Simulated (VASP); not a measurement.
Wanted: the native input for a VASP 6.6.1 run.

- Task: single point
- Functional: PBEsol
- Potentials or basis: VASP PAW PBE potentials, release 64 (Al)
- Cutoff: 520 eV
- k mesh: 14 × 14 × 8
- Occupations: fermi-dirac, width 0.1 eV
- Spin: no spin polarisation
- Dipole correction: no
- Further INCAR settings: ALGO = Normal; EDIFF = 1e-06; NBANDS = 10

The structure of Al lies in POSCAR:

```
Al
1.0
    2.7382788570      0.0000000000      0.0000000000
   -1.3691394285      2.3714190528      0.0000000000
    0.0000000000      0.0000000000      4.4180500983
Al
2
Direct
    0.3333333333      0.6666666667      0.2500000000
    0.6666666667      0.3333333333      0.7500000000
```

This cell differs from its parent crystal: volume scaled by 0.88.

These files were run (other wordings do the same):

INCAR

```
ALGO     = Normal         # electronic algorithm
EDIFF    = 1E-6           # SCF threshold, eV
ENCUT    = 520            # plane-wave cutoff, eV
GGA      = PS             # functional
ISIF     = 2              # what is computed and relaxed
ISMEAR   = -1             # smearing method
LASPH    = True           # aspherical terms in the spheres
LCHARG   = False          # write CHGCAR
LREAL    = False          # projectors in reciprocal space
LWAVE    = False          # write WAVECAR
NBANDS   = 10             # bands
NELM     = 100            # most SCF steps
PREC     = Accurate       # precision mode
SIGMA    = 0.1            # smearing width, eV
```

KPOINTS

```
k-points
0
Gamma
  14 14 8
```

Potentials or basis: VASP PAW PBE potentials, release 64 (Al).

The run is started by

```sh
$ cat potpaw_PBE.64/Al/POTCAR > POTCAR
$ mpirun -np 1 vasp_std > vasp.out
```

It gave:

The pressure is 13.6 GPa and the band gap on the k mesh is zero (band 3 reaches 14.16 eV, above the bottom of band 4 at 6.07 eV).

Caveat: the PAW data sets were made with another functional, which shifts forces and pressure a little.

Run time: 18 s on 1 thread of AMD EPYC 9R45 (Zen 5), on a shared host, peak memory 0.12 GiB.
